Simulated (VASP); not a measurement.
Crystal: BaGa2N2.

```xyz
5
Lattice="2.2728 3.9366 0.0000 -2.2728 3.9366 0.0000 0.0000 0.0000 4.9175" Properties=species:S:1:pos:R:3 pbc="T T T"
N    -0.0002    2.6245    0.6058
N     0.0002    5.2487    4.3116
Ba    0.0000    0.0000    0.0000
Ga   -0.0002    2.6245    2.3014
Ga    0.0002    5.2487    2.6161
```

Base run:

- Program: VASP 6.6.1
- Functional: RPBE
- Potentials or basis: VASP PAW PBE potentials, release 64 (N, Ba_sv, Ga_d)
- Cutoff: 520 eV
- k mesh: 5 × 5 × 4
- Occupations: fermi-dirac, width 0.1 eV
- Spin: no spin polarisation

Its results: band gap on the k mesh zero (bands 23 and 24 overlap by 0.21 eV); pressure 18.7 GPa; largest force 2.862 eV/Å.

**Question.** The run is repeated on the same cell with these changes: functional from RPBE to PBE; further incar settings from ALGO = Normal; EDIFF = 1e-07; NBANDS = 31 to ALGO = Normal; EDIFF = 1e-06; NBANDS = 31. What comes out?

**Answer.** Band gap on the k mesh zero (bands 23 and 24 overlap by 0.22 eV); pressure 16.0 GPa; largest force 2.744 eV/Å.

Caveats: spin-orbit coupling is left out, which moves the levels of the heavy elements; the stress differs along the axes, from 12 to 32 GPa (at least some runs); the PAW data sets were made with another functional, which shifts forces and pressure a little (at least some runs); the stress differs along the axes, from 9 to 29 GPa (at least some runs); forces of over 1 eV/Å act on the atoms, so gaps and moduli don't describe the material at rest (at least some runs).
